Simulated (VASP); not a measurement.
Wanted: the native input for a VASP 6.6.1 run.

- Task: single point
- Functional: PBEsol
- Potentials or basis: VASP PAW PBE potentials, release 64 (Os)
- Cutoff: 520 eV
- k mesh: 10 × 10 × 5
- Occupations: fermi-dirac, width 0.05 eV
- Spin: no spin polarisation
- Dipole correction: no
- Further INCAR settings: ALGO = Normal; EDIFF = 1e-07; NBANDS = 15

The structure of Os lies in POSCAR:

```
Os
1.0
    2.6247360000      0.0000000000      0.0000000000
   -1.3123680000      2.2730880542      0.0000000000
    0.0000000000      0.0000000000      4.3197000000
Os
2
Direct
    0.6666666667      0.3333333333      0.7500000000
    0.3333333333      0.6666666667      0.2500000000
```

One way to write it, as run:

INCAR

```
PREC = Accurate ; ENCUT = 520
EDIFF = 1E-7 ; ISMEAR = -1
SIGMA = 0.05 ; LREAL = False
LASPH = True ; NELM = 100
ALGO = Normal ; ISIF = 2
LWAVE = False ; LCHARG = False
GGA = PS ; NBANDS = 15
```

KPOINTS

```
regular mesh
0
Gamma
  10 10 5
```

Potentials or basis: VASP PAW PBE potentials, release 64 (Os).

The run is started by

```sh
$ cat potpaw_PBE.64/Os/POTCAR > POTCAR
$ mpirun -np 1 vasp_std > vasp.out
```

It gave:

```yaml
Pressure: 41.1 GPa
Band_gap_on_the_k_mesh: zero (bands 8 and 9 overlap by 4.53 eV)
```

Caveat: the cell stands under pressure; the PAW data sets were made with another functional, which shifts forces and pressure a little; spin-orbit coupling is left out, which moves the levels of the heavy elements.

It took 38 s on 1 thread of Intel Xeon 8259CL (shared host), peak memory 0.14 GiB.
